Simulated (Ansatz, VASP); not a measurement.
**Hf3Be: VASP beside Ansatz**

```
Hf Be
1.0
    -2.09200    2.09200    4.35305
     2.09200   -2.09200    4.35305
     2.09200    2.09200   -4.35305
Hf Be
3 1
Direct
  0.50000 0.50000 0.00000
  0.25000 0.75000 0.50000
  0.75000 0.25000 0.50000
  0.00000 0.00000 0.00000
```

Alike in both runs: functional LDA; k mesh 5 × 5 × 5; occupations fermi-dirac, width 0.05 eV; no spin polarisation.

```csv
,VASP,Ansatz
version,VASP 6.6.1,Ansatz 0.2.0
potentials or method,"VASP PAW LDA potentials, release 64 (Hf_pv, Be)",Ansatz PAW
plane-wave cutoff (eV),520,420
valence electrons in the cell,32,80
task,single point,projected density of states
```

Ansatz gave:

| Item | Value |
| --- | --- |
| gap on the k mesh at the Fermi level (eV) | none |
| pressure (GPa) | -7.9 |
| traceless stress, the component that is largest in VASP (GPa) | 0.34 |

Task: What did VASP give for the same quantities?

Result: gap on the k mesh at the Fermi level (eV): none; pressure (GPa): -7.8; traceless stress, the component that is largest in VASP (GPa): 0.38.

LDA's correlation is that of Perdew and Zunger in VASP and of Perdew and Wang (1992) in Ansatz. A gap of «none» marks a metal or a gap that the smearing closes. VASP's potentials hold 32 valence electrons a cell and Ansatz's 80, so a difference there can come from the potentials and not from the codes.

The k mesh is coarse, so the values compare programs but aren't converged. Neither program's run includes spin-orbit coupling.
